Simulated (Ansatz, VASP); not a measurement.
## One calculation of SiC, two programs

```
Si C
1.0
     3.15593    0.00000    0.00000
    -1.57797    2.73312    0.00000
     0.00000    0.00000    5.17918
Si C
2 2
Direct
  0.33333 0.66667 0.00000
  0.66667 0.33333 0.50000
  0.33333 0.66667 0.38500
  0.66667 0.33333 0.88500
```

Alike in both runs: task single point; functional PBE; k mesh 12 × 12 × 4; no spin polarisation.

|  | VASP | Ansatz |
| --- | --- | --- |
| version | VASP 6.6.1 | Ansatz 0.2.0 |
| potentials or method | VASP PAW PBE potentials, release 64 (Si, C), cutoff 520 eV | plane waves, PAW |
| occupations | gaussian, width 0.01 eV | fixed |
| valence electrons in the cell | 16 | 16 |

```tsv
	VASP	Ansatz	Ansatz less VASP
pressure (GPa)	-11.4	-11.4	+0.02
traceless stress, the component that is largest in VASP (GPa)	-1.39	-1.40	-0.005
```
